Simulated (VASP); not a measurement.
Wanted: the native input for a VASP 6.6.1 run.

* Task: single point
* Functional: PBE
* Potentials or basis: VASP PAW PBE potentials, release 64 (Si, C, H)
* Cutoff: 520 eV
* k mesh: 9 × 5 × 1
* Occupations: gaussian, width 0.05 eV
* Spin: collinear spin
* Starting moments: [0.0, 0.0, 0.0, 0.0, 0.0, 0.0, 0.0, 0.0, 1.0] μB
* Dipole correction: yes
* Further INCAR settings: ALGO = Normal; EDIFF = 1e-06; NBANDS = 30

The structure of Si4HC4 lies in POSCAR:

```
Si4HC4
1.0
    3.0920147307      0.0000000000      0.0000000000
    0.0000000000      5.0738209340      0.0000000000
    0.0000000000      0.0000000000     18.9686857191
Si C H
4 4 1
Direct
    0.0000000000      0.9954360513      0.2108738612
    0.5000000000      0.4954360513      0.2579297186
    0.5000000000      0.9936728499      0.3565277206
    0.0000000000      0.4650509319      0.3853429995
    0.0000000000      0.6195639487      0.2108738612
    0.5000000000      0.1195639487      0.2579297186
    0.5000000000      0.6250367811      0.3569005390
    0.0000000000      0.1238202602      0.3937376490
    0.3333333333      0.7904869269      0.4692027878
```

The input as run:

INCAR

```
SYSTEM = Si4HC4
PREC     = Accurate       ! precision mode
ENCUT    = 520            ! plane-wave cutoff, eV
EDIFF    = 1E-6           ! SCF threshold, eV
ISMEAR   = 0              ! smearing method
SIGMA    = 0.05           ! smearing width, eV
LREAL    = .False.        ! projectors in reciprocal space
LASPH    = .True.         ! aspherical terms in the spheres
NELM     = 150            ! most SCF steps
ALGO     = Normal         ! electronic algorithm
ISIF     = 2              ! what is computed and relaxed
LWAVE    = .False.        ! write WAVECAR
LCHARG   = .True.         ! write CHGCAR
ISPIN    = 2              ! spin polarisation
MAGMOM   = 0 0 0 0 0 0 0 0 1 ! initial moments
LORBIT   = 11             ! projections on sites
LDIPOL   = .True.       
IDIPOL   = 3            
DIPOL    = 0.5 0.5 0.322
GGA      = PE             ! functional
LELF     = .True.         ! ELF
LVHAR    = .True.       
LVACPOTAV= .True.       
NBANDS   = 30             ! bands
```

KPOINTS

```
regular mesh
0
Gamma
  9 5 1
  0 0 0
```

Potentials or basis: VASP PAW PBE potentials, release 64 (Si, C, H).

Launch:

```console
$ cat potpaw_PBE.64/Si/POTCAR potpaw_PBE.64/C/POTCAR potpaw_PBE.64/H/POTCAR > POTCAR
$ mpirun -np 1 vasp_std > vasp.out
```

Results of the run:

| Item | Value |
| --- | --- |
| Largest force | 3.001 eV/Å |
| Band gap on the k mesh | 0.46 eV (least direct gap 0.65 eV) |
| Net moment | 1.00 μB per cell |
| Site moments | Si +0.04, +0.01, +0.00 (each value once); C +0.00, +0.01, +0.04 (each value once); H +0.29 μB |
| Valence electrons inside the program's atomic spheres | Si 1.61, 1.63, 1.67, 1.72; C 2.39, 2.48, 2.54, 2.53; H 0.39 |

Wall time 21 min on 1 thread of Intel Xeon 8259CL, with other jobs on the host, peak memory 0.64 GiB.
